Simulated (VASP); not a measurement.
# AlN in VASP: further runs, part 2 of 2

VASP 6.6.1. Earlier steps stand in the parts before.

**3. Single point, PBE (mode 10 frozen in at -0.019 Å and mode 12 at +0.000 Å (largest displacements))**

File INCAR:

```
PREC     = Accurate       # precision mode
ENCUT    = 520            # plane-wave cutoff, eV
EDIFF    = 1E-6           # SCF threshold, eV
ISMEAR   = 0              # smearing method
SIGMA    = 0.05           # smearing width, eV
LREAL    = False          # projectors in reciprocal space
LASPH    = True           # aspherical terms in the spheres
NELM     = 60             # most SCF steps
ALGO     = Normal         # electronic algorithm
ISIF     = 2              # what is computed and relaxed
LWAVE    = False          # write WAVECAR
LCHARG   = True           # write CHGCAR
GGA      = PE             # functional
LELF     = True           # ELF
LVHAR    = True         
NBANDS   = 16             # bands
```

File KPOINTS:

```
Automatic mesh
0
Gamma
  8 8 6
```

File POSCAR:

```
AlN
1.0
    0.0000000000     -2.0353166207     -2.0353166207
    0.0000000000      2.0353166207     -2.0353166207
    4.0706332413      0.0000000000      0.0000000000
Al N
2 2
Direct
    0.5008790776      0.4991209224      0.0000000000
   -0.0008790776      0.0008790776      0.5000000000
    0.5046675785      0.4953324215      0.5000000000
   -0.0046675785      1.0046675785      0.0000000000
```

Potentials or basis: VASP PAW PBE potentials, release 64 (Al, N).

The run is started by

```sh
> cat potpaw_PBE.64/Al/POTCAR potpaw_PBE.64/N/POTCAR > POTCAR
> mpirun -np 1 vasp_std > vasp.out
```

OUTCAR:

```text
PREC = Accurate
   ENCUT = 520
   EDIFF = 1E-6
   ISMEAR = 0
   LREAL = False
   LASPH = True
   NELM = 60
   ISIF = 2
   GGA = PE

 ion  position               nearest neighbor table
   1  0.501  0.499  0.000-   4 2.01   3 2.04   3 2.04   4 2.04   4 2.04   4 2.06   2 2.87   2 2.87
                             2 2.88   2 2.88   2 2.88   2 2.88   2 2.88   2 2.88
   2  0.999  0.001  0.500-   3 2.01   4 2.04   4 2.04   3 2.04   3 2.04   3 2.06   1 2.87   1 2.87
                             1 2.88   1 2.88   1 2.88   1 2.88   1 2.88   1 2.88
   3  0.505  0.495  0.500-   2 2.01   1 2.04   1 2.04   2 2.04   2 2.04   2 2.06
   4  0.995  0.005  0.000-   1 2.01   2 2.04   2 2.04   1 2.04   1 2.04   1 2.06

  LATTYP: Found a simple tetragonal cell.
 ALAT       =     2.8783723687
 C/A-ratio  =     1.4142135623

  Lattice vectors:

 A1 = (   0.0000000000,  -2.0353166207,  -2.0353166207)
 A2 = (   0.0000000000,   2.0353166207,  -2.0353166207)
 A3 = (   4.0706332413,   0.0000000000,   0.0000000000)

Analysis of symmetry for initial positions (statically):
=====================================================================
 Subroutine PRICEL returns:
 Original cell was already a primitive cell.

 Routine SETGRP: Setting up the symmetry group for a
 simple tetragonal supercell.

 Subroutine GETGRP returns: Found  8 space group operations
 (whereof  4 operations were pure point group operations)
 out of a pool of 16 trial point group operations.

The static configuration has the point symmetry C_2v.
 The point group associated with its full space group is D_2h.

Analysis of symmetry for dynamics (positions and initial velocities):
=====================================================================
 Subroutine PRICEL returns:
 Original cell was already a primitive cell.

 Routine SETGRP: Setting up the symmetry group for a
 simple tetragonal supercell.

 Subroutine GETGRP returns: Found  8 space group operations
 (whereof  4 operations were pure point group operations)
 out of a pool of 16 trial point group operations.

The dynamic configuration has the point symmetry C_2v.
 The point group associated with its full space group is D_2h.

 Subroutine INISYM returns: Found  8 space group operations
 (whereof  4 operations are pure point group operations),
 and found     1 'primitive' translations

----------------------------------------------------------------------------------------

                                     Primitive cell

  volume of cell :      33.7253

  direct lattice vectors                    reciprocal lattice vectors
     0.000000000 -2.035316621 -2.035316621     0.000000000 -0.245662024 -0.245662024
     0.000000000  2.035316621 -2.035316621     0.000000000  0.245662024 -0.245662024
     4.070633241  0.000000000  0.000000000     0.245662024  0.000000000  0.000000000

  length of vectors
     2.878372369  2.878372369  4.070633241     0.347418566  0.347418566  0.245662024

  position of ions in fractional coordinates (direct lattice)
     0.500879078  0.499120922  0.000000000
     0.999120922  0.000879078  0.500000000
     0.504667578  0.495332422  0.500000000
     0.995332422  0.004667578  0.000000000

  ion indices of the primitive-cell ions
   primitive index   ion index
                 1           1
                 2           2
                 3           3
                 4           4

[... 31 lines left out ...]
  0.375000  0.000000  0.000000      4.000000
  0.500000  0.000000  0.000000      2.000000
  0.125000  0.125000  0.000000      2.000000
[... 16 lines left out ...]
  0.125000  0.000000  0.166667      8.000000
  0.250000  0.000000  0.166667      8.000000
 [... further k-points ...]
   k-points           NKPTS =     84   k-points in BZ     NKDIM =     84   number of bands    NBANDS=     16
   number of dos      NEDOS =    301   number of ions     NIONS =      4
   total plane-waves  NPLWV =  17280
   dimension x,y,z NGX =    24 NGY =   24 NGZ =   30
   dimension x,y,z NGXF=    48 NGYF=   48 NGZF=   60
   ions per type =               2   2
   NGX,Y,Z   is equivalent  to a cutoff of  13.86, 13.86, 12.25 a.u.
   NGXF,Y,Z  is equivalent  to a cutoff of  27.72, 27.72, 24.50 a.u.
 SYSTEM =  unknown system
   PREC   = accura    normal or accurate (medium, high low for compatibility)
   ISTART =      0    job   : 0-new  1-cont  2-samecut
   ICHARG =      2    charge: 1-file 2-atom 10-const
   ISPIN  =      1    spin polarized calculation?
   LNONCOLLINEAR =      F non collinear calculations
   LSORBIT =      F    spin-orbit coupling
   LASPH  =      T    aspherical Exc in radial PAW
   ENCUT  =  520.0 eV  38.22 Ry    6.18 a.u.   5.35  5.35  7.57*2*pi/ulx,y,z
   NELM   =     60;   NELMIN=  2; NELMDL= -5     # of ELM steps
   EDIFF  = 0.1E-05   stopping-criterion for ELM
   LREAL  =      F    real-space projection
   EDIFFG = 0.1E-04   stopping-criterion for IOM
   NSW    =      0    number of steps for IOM
   IBRION =     -1    ionic relax: 0-MD 1-quasi-New 2-CG
   NFREE  =      0    steps in history (QN), initial steepest desc. (CG)
   ISIF   =      2    stress and relaxation
   ISYM   =      2    0-nonsym 1-usesym 2-fastsym
   POTIM  = 0.5000    time-step for ionic-motion
   TEBEG  =    0.0;   TEEND  =   0.0 temperature during run
   PSTRESS=    0.0 pullay stress
   NELECT =      16.0000    total number of electrons
   NUPDOWN=      -1.0000    fix difference up-down
   EMIN   =  10.00;   EMAX   =-10.00  energy-range for DOS
   EFERMI =   0.00;   METHOD = LEGACY
   ISMEAR =     0;   SIGMA  =   0.05  broadening in eV -4-tet -1-fermi 0-gaus
   EFERMI_NEDOS =   21; number of points for ismear=-14 and -15
   IALGO  =     38    algorithm
   IMIX   =      4    mixing-type and parameters
     AMIX     =   0.40;   BMIX     =  1.00
     AMIX_MAG =   1.60;   BMIX_MAG =  1.00
  volume/ion in A,a.u.               =       8.43        56.90
  Fermi-wavevector in a.u.,A,eV,Ry     =   1.276820  2.412839 22.181144  1.630268
  Thomas-Fermi vector in A             =   2.409454
   LORBIT       =      0    0 simple, 1 ext, 2 COOP (PROOUT), +10 PAW based schemes
   GGA     = PE    functional components
   LHFCALC =     F    Hartree Fock is set to
   AEXX    =    0.0000 exact exchange contribution
   IVDW    =     0    specifies the selected vdW correction
   LEPSILON=     F    determine dielectric tensor
   LRPA    =     F    only Hartree local field effects (RPA)
 non-spin polarized calculation
 Gauss-broadening in eV      SIGMA  =   0.05
  energy-cutoff  :      520.00
  volume of cell :       33.73
 maximum number of plane-waves:       928
 NGX is ok and might be reduce to    24
   NGX = 11   NGY = 11   NGZ = 15

 number of electron      16.0000000 magnetization

 Free energy of the ion-electron system (eV)
  ---------------------------------------------------
  ext. energy  EPLUGINS =         0.00000000
  ---------------------------------------------------
  free energy    TOTEN  =       -29.08564508 eV

  energy without entropy =      -29.08564508  energy(sigma->0) =      -29.08564508

 E-fermi :   9.9948     XC(G=0): -12.1907

 val. band max:        9.7054341846   @ k =   0.0000   0.0000   0.0000
 cond. band min:      14.1101074124   @ k =   0.5000   0.5000   0.0000
 fundamental gap:      4.4046732279
 Fermi energy:         9.9948165269

 k-point     1 :       0.0000    0.0000    0.0000
  band No.  band energies     occupation
      1      -7.6678      2.00000
      2      -3.5336      2.00000
      3       2.4566      2.00000
      4       6.9562      2.00000
      5       6.9592      2.00000
      6       9.6975      2.00000
[... 433 lines left out ...]
      3       2.9991      2.00000
      4       5.2227      2.00000
      5       6.0495      2.00000
      6       7.5692      2.00000
[... 8 lines left out ...]
     15      22.1127      0.00000
     16      23.7482      0.00000

 [... further k-points ...]

------------------------ aborting loop because EDIFF is reached ----------------------------------------

  FORCE on cell =-STRESS in cart. coord.  units (eV):
  Direction    XX          YY          ZZ          XY          YZ          ZX
  --------------------------------------------------------------------------------------
  -------------------------------------------------------------------------------------
  Total       -0.0589915     -0.0085943     -0.0717747      0.0000000      0.0000000      0.0000000
  in kB       -2.8024884     -0.4082870     -3.4097782      0.0000000      0.0000000      0.0000000
  external PRESSURE =      -2.2068512 kB  Pullay stress =       0.0000000 kB

 VOLUME and BASIS-vectors are now :
 -----------------------------------------------------------------------------
  energy-cutoff  :      520.00
  volume of cell :       33.73
      direct lattice vectors                 reciprocal lattice vectors
     0.000000000 -2.035316621 -2.035316621     0.000000000 -0.245662024 -0.245662024
     0.000000000  2.035316621 -2.035316621     0.000000000  0.245662024 -0.245662024
     4.070633241  0.000000000  0.000000000     0.245662024  0.000000000  0.000000000

 POSITION                                       TOTAL-FORCE (eV/Angst)
 -----------------------------------------------------------------------------------
      0.00000     -0.00358     -2.03532         0.000000      0.107246      0.000000
      2.03532     -2.03174     -2.03532         0.000000     -0.107246      0.000000
      2.03532     -0.01900     -2.03532         0.000000      0.294580      0.000000
      0.00000     -2.01632     -2.03532         0.000000     -0.294580      0.000000
 -----------------------------------------------------------------------------------
    total drift:                                0.000000     -0.000000      0.000000

  FREE ENERGIE OF THE ION-ELECTRON SYSTEM (eV)
  ---------------------------------------------------
  free  energy   TOTEN  =       -29.0856450777 eV

  energy  without entropy=      -29.0856450777  energy(sigma->0) =      -29.08564508
```

Run time: 13 s. Hardware: 1 thread of Intel Xeon 6975P-C (Granite Rapids), shared host; peak memory 0.16 GiB.

Results:

| Quantity | Value |
| --- | --- |
| Free energy | -29.0856 eV |
| Pressure | -0.2 GPa |
| Largest force | 0.295 eV/Å |
| Band gap on the k mesh | 4.40 eV |

Forces in eV/Å, atoms in the order of the input:
```
Al   0.000  0.107  0.000
Al   0.000 -0.107  0.000
N    0.000  0.295  0.000
N    0.000 -0.295  0.000
```

Stress tensor (GPa, compression positive):
```
-0.28  0.00  0.00
 0.00 -0.04  0.00
 0.00  0.00 -0.34
```

Levels at points of the mesh, in eV from the valence-band top:
```csv
k point,band 4,band 5,band 6,band 7,band 8,band 9,band 10,band 11,band 12,band 13
"(0.00, 0.00, 0.00)",-2.75,-2.75,-0.01,-0.01,0.00,4.41,5.34,5.38,12.07,12.09
"(0.50, 0.00, 0.00)",-5.79,-4.14,-3.98,-1.14,-1.05,8.21,8.23,10.26,10.28,10.30
"(0.50, 0.50, 0.00)",-7.24,-2.75,-2.75,-2.75,-2.74,4.40,4.41,5.33,5.34,13.80
"(0.00, 0.00, 0.50)",-3.79,-1.60,-1.60,-1.60,-1.60,7.48,7.48,7.48,7.48,10.99
"(0.50, 0.00, 0.50)",-8.18,-1.04,-1.04,-1.04,-1.04,6.00,6.00,10.82,10.82,10.83
"(0.50, 0.50, 0.50)",-5.60,-5.59,-5.59,-3.85,-3.85,7.86,7.86,10.60,10.60,10.63
```

Caveat: the cell differs from its parent crystal (mode 10 frozen in at -0.019 Å and mode 12 at +0.000 Å (largest displacements)).

**4. Single point, PBE (mode 10 frozen in at -0.019 Å and mode 12 at -0.031 Å (largest displacements))**

File INCAR:

```
SYSTEM = AlN
ALGO = Normal
EDIFF = 1E-6
ENCUT = 520
GGA = PE
ISIF = 2
ISMEAR = 0
LASPH = .True.
LCHARG = .False.
LREAL = .False.
LWAVE = .False.
NBANDS = 16
NELM = 80
PREC = Accurate
SIGMA = 0.05
```

File KPOINTS:

```
k-points
0
Gamma
  8 8 6
  0 0 0
```

File POSCAR:

```
AlN
1.0
    0.0000000000     -2.0353166207     -2.0353166207
    0.0000000000      2.0353166207     -2.0353166207
    4.0706332413      0.0000000000      0.0000000000
Al N
2 2
Direct
    0.5008790776      0.4991209224      0.0000138551
   -0.0008790776      0.0008790776      0.4999861449
    0.5046675785      0.4953324215      0.4924336097
   -0.0046675785      1.0046675785      0.0075663903
```

The run is started by

```sh
> cat potpaw_PBE.64/Al/POTCAR potpaw_PBE.64/N/POTCAR > POTCAR
> mpirun -np 1 vasp_std > vasp.out
```

Run time: 16 s. Hardware: 1 thread of Intel Xeon 6975P-C (Granite Rapids), shared host; peak memory 0.17 GiB.

The run converged. Its results:

- Free energy: -29.0617 eV
- Pressure: 0.0 GPa
- Largest force: 0.832 eV/Å
- Band gap on the k mesh: 4.40 eV

Forces in eV/Å, atoms in the order of the input:
```
Al  -0.005  0.107  0.000
Al   0.005 -0.107  0.000
N    0.778  0.295  0.000
N   -0.778 -0.295  0.000
```

Stress tensor (GPa, compression positive):
```
 0.16  0.10  0.00
 0.10  0.08  0.00
 0.00  0.00 -0.22
```

Levels at points of the mesh, in eV from the valence-band top:
```
           k point  band 4  band 5  band 6  band 7  band 8  band 9  band 10  band 11  band 12  band 13
(0.00, 0.00, 0.00)   -2.76   -2.76   -0.04   -0.01    0.00    4.43     5.34     5.36    12.04    12.07
(0.50, 0.00, 0.00)   -5.79   -4.14   -3.99   -1.15   -1.06    8.20     8.22     9.74     9.91    10.80
(0.50, 0.50, 0.00)   -7.25   -2.76   -2.76   -2.75   -2.74    4.40     4.40     5.31     5.31    13.82
(0.00, 0.00, 0.50)   -3.73   -1.71   -1.71   -1.49   -1.49    7.38     7.45     7.50     7.57    10.40
(0.50, 0.00, 0.50)   -8.18   -1.05   -1.05   -1.05   -1.04    5.97     5.99    10.76    10.76    10.83
(0.50, 0.50, 0.50)   -5.71   -5.49   -5.48   -3.86   -3.86    7.84     7.84    10.21    10.24    11.01
```

Caveat: the cell differs from its parent crystal (mode 10 frozen in at -0.019 Å and mode 12 at -0.031 Å (largest displacements)). A k mesh can miss the band edges.

**5. Single point, PBE (mode 10 frozen in at -0.076 Å and mode 12 at -0.062 Å (largest displacements))**

File INCAR:

```
  PREC = Accurate
  ENCUT = 520
  EDIFF = 1E-6
  ISMEAR = 0
  SIGMA = 0.05
  LREAL = False
  LASPH = True
  NELM = 60
  ALGO = Normal
  ISIF = 2
  LWAVE = False
  LCHARG = False
  GGA = PE
  NBANDS = 16
```

File KPOINTS:

```
Automatic mesh
0
Gamma
  8 8 6
```

File POSCAR:

```
AlN
1.0
    0.0000000000     -2.0353166207     -2.0353166207
    0.0000000000      2.0353166207     -2.0353166207
    4.0706332413      0.0000000000      0.0000000000
Al N
2 2
Direct
    0.5035163102      0.4964836898      0.0000277102
   -0.0035163102      0.0035163102      0.4999722898
    0.5186703138      0.4813296862      0.4848672193
   -0.0186703138      1.0186703138      0.0151327807
```

The run is started by

```sh
> cat potpaw_PBE.64/Al/POTCAR potpaw_PBE.64/N/POTCAR > POTCAR
> mpirun -np 1 vasp_std > vasp.out
```

Wall time 22 s (1 thread of Intel Xeon 6975P-C (Granite Rapids), shared host); peak memory 0.17 GiB.

It converged, with:

```
Free energy            : -28.8979 eV
Pressure               : 2.1 GPa
Largest force          : 1.989 eV/Å
Band gap on the k mesh : 4.26 eV
```

Forces on the atoms (eV/Å):
```
Al  -0.027  0.468  0.000
Al   0.027 -0.468  0.000
N    1.569  1.223  0.000
N   -1.569 -1.223  0.000
```

Stress tensor (GPa, compression positive):
```
 2.13  0.79  0.00
 0.79  4.55  0.00
 0.00  0.00 -0.28
```

Levels at points of the mesh, in eV from the valence-band top:
| k point | band 6 | band 7 | band 8 | band 9 | band 10 | band 11 |
| --- | --- | --- | --- | --- | --- | --- |
| (0.00, 0.00, 0.00) | -0.20 | -0.13 | 0.00 | 4.50 | 5.19 | 5.41 |
| (0.50, 0.00, 0.00) | -3.79 | -1.34 | -0.98 | 8.09 | 8.17 | 8.87 |
| (0.50, 0.50, 0.00) | -2.88 | -2.77 | -2.72 | 4.26 | 4.40 | 5.21 |
| (0.00, 0.00, 0.50) | -1.86 | -1.45 | -1.44 | 7.15 | 7.38 | 7.46 |
| (0.50, 0.00, 0.50) | -1.12 | -1.12 | -1.04 | 5.77 | 5.96 | 10.40 |
| (0.50, 0.50, 0.50) | -5.41 | -3.85 | -3.80 | 7.37 | 7.46 | 9.78 |

Caveat: the cell differs from its parent crystal (mode 10 frozen in at -0.076 Å and mode 12 at -0.062 Å (largest displacements)); forces of over 1 eV/Å act on the atoms, so gaps and moduli don't describe the material at rest.

**6. Single point, PBE (mode 10 frozen in at +0.000 Å and mode 12 at -0.046 Å (largest displacements))**

File INCAR:

```
SYSTEM = AlN
ALGO     = Normal         ! electronic algorithm
EDIFF    = 1E-6           ! SCF threshold, eV
ENCUT    = 600            ! plane-wave cutoff, eV
GGA      = PE             ! functional
GGA_COMPAT= .False.      
ISIF     = 2              ! what is computed and relaxed
ISMEAR   = 0              ! smearing method
LASPH    = .True.         ! aspherical terms in the spheres
LCHARG   = .False.        ! write CHGCAR
LREAL    = .False.        ! projectors in reciprocal space
LWAVE    = .False.        ! write WAVECAR
NBANDS   = 16             ! bands
NELM     = 120            ! most SCF steps
PREC     = Accurate       ! precision mode
SIGMA    = 0.05           ! smearing width, eV
```

File KPOINTS:

```
k-points
0
Gamma
  8 8 6
  0 0 0
```

File POSCAR:

```
AlN
1.0
    0.0000000000     -2.0353166207     -2.0353166207
    0.0000000000      2.0353166207     -2.0353166207
    4.0706332413      0.0000000000      0.0000000000
Al N
2 2
Direct
    0.5000000000      0.5000000000      0.0000207827
    0.0000000000      0.0000000000      0.4999792173
    0.5000000000      0.5000000000      0.4886504145
    0.0000000000      1.0000000000      0.0113495855
```

Potentials or basis: VASP PAW PBE potentials, release 64 (Al, N).

The run is started by

```sh
> cat potpaw_PBE.64/Al/POTCAR potpaw_PBE.64/N/POTCAR > POTCAR
> mpirun -np 1 vasp_std > vasp.out
```

It took 22 s on 1 thread of Intel Xeon 6975P-C, shared host; peak memory 0.17 GiB.

It converged, with:

| Quantity | Value |
| --- | --- |
| Free energy | -29.0411 eV |
| Pressure | 0.1 GPa |
| Largest force | 1.171 eV/Å |
| Band gap on the k mesh | 4.39 eV |

Forces on the atoms (eV/Å):
```
Al  -0.011  0.000  0.000
Al   0.011  0.000  0.000
N    1.171  0.000  0.000
N   -1.171  0.000  0.000
```

Stress tensor (GPa, compression positive):
```
 0.56  0.00  0.00
 0.00 -0.16  0.00
 0.00  0.00 -0.16
```

Levels at points of the mesh, in eV from the valence-band top:
```tsv
k point	band 6	band 7	band 8	band 9	band 10	band 11
(0.00, 0.00, 0.00)	-0.07	0.00	0.00	4.45	5.32	5.33
(0.50, 0.00, 0.00)	-4.07	-1.11	-1.11	8.21	8.21	9.57
(0.50, 0.50, 0.00)	-2.77	-2.74	-2.74	4.39	4.39	5.29
(0.00, 0.00, 0.50)	-1.77	-1.44	-1.44	7.35	7.44	7.50
(0.50, 0.00, 0.50)	-1.05	-1.05	-1.05	5.95	5.95	10.71
(0.50, 0.50, 0.50)	-5.43	-3.88	-3.88	7.85	7.85	10.01
```

Caveat: the cell differs from its parent crystal (mode 10 frozen in at +0.000 Å and mode 12 at -0.046 Å (largest displacements)); forces of over 1 eV/Å act on the atoms, so gaps and moduli don't describe the material at rest. A k mesh can miss the band edges.
